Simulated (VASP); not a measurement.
Cs2TlBiSe6, 10 atoms in the cell. The structure is cubic, space group Fm-3m (No. 225). Conventional cell: a = 11.064 Å, b = 11.064 Å, c = 11.064 Å, α = 90.00°, β = 90.00°, γ = 90.00°. Tl (site symmetry m-3m) has 6 Se at 2.99 Å within 3.9 Å. Within 5.1 Å of Cs (site symmetry -43m) lie 12 Se at 3.92 Å and 4 Tl at 4.79 Å and 4 Bi at 4.79 Å. Within 3.4 Å of Se (site symmetry 4mm) lie 1 Bi at 2.54 Å and 1 Tl at 2.99 Å. Within 3.4 Å of Bi (site symmetry m-3m) lie 6 Se at 2.54 Å. 

| Item | Value |
| --- | --- |
| Program | VASP 6.6.1 |
| Task | single point |
| Functional | r2SCAN |
| Potentials or basis | VASP PAW PBE potentials, release 64 (Tl_d, Cs_sv, Se, Bi_d) |
| Cutoff | 520 eV |
| k mesh | 3 × 3 × 3 |
| Occupations | fermi-dirac, width 0.1 eV |
| Spin | no spin polarisation |
| Dipole correction | no |
| Further INCAR settings | ALGO = Normal; EDIFF = 1e-06; NBANDS = 52 |

Potentials or basis: VASP PAW PBE potentials, release 64 (Tl_d, Cs_sv, Se, Bi_d).

Run with:

```sh
$ cat potpaw_PBE.64/Tl_d/POTCAR potpaw_PBE.64/Cs_sv/POTCAR potpaw_PBE.64/Se/POTCAR potpaw_PBE.64/Bi_d/POTCAR > POTCAR
$ cp INCAR.step1 INCAR
$ mpirun -np 1 vasp_std > vasp.out
$ cp INCAR.step2 INCAR
$ mpirun -np 1 vasp_std > vasp.out
```

Hardware: 1 thread of AMD EPYC 7R13 Processor (Zen 3), with other jobs on the host.

Estimate the wall time of this run.

It took 6.3 min on 1 thread of AMD EPYC 7R13 Processor (Zen 3), on a shared host, peak memory 0.57 GiB. Counts: k points 4.
